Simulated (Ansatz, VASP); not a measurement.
Two plane-wave programs on LiF

```
Li F
1.0
     3.21401    0.00000    0.00000
    -1.60700    2.78341    0.00000
     0.00000    0.00000    4.63685
Li F
2 2
Direct
  0.33333 0.66667 0.34027
  0.66667 0.33333 0.84027
  0.33333 0.66667 0.99393
  0.66667 0.33333 0.49393
```

Alike in both runs: task single point; functional PBE; k mesh 9 × 9 × 6; occupations gaussian, width 0.05 eV; no spin polarisation.

|  | VASP | Ansatz |
| --- | --- | --- |
| version | VASP 6.6.1 | Ansatz 0.2.0 |
| potentials or method | VASP PAW PBE potentials, release 64 (Li_sv, F), cutoff 520 eV | scalar-relativistic, plane waves, PAW |
| valence electrons in the cell | 20 | 20 |

```tsv
	VASP	Ansatz	Ansatz less VASP
gap on the k mesh at the Fermi level (eV)	7.60	7.61	+0.012
least direct gap on the mesh (eV)	7.60	7.61	+0.012
rms of the force components (eV/Å)	1.158	1.085	-0.0733
```

Atom by atom the forces differ by 0.073 eV/Å (rms over components).

Noted on VASP's run: the cutoff is short for stress, so the pressure is rough.
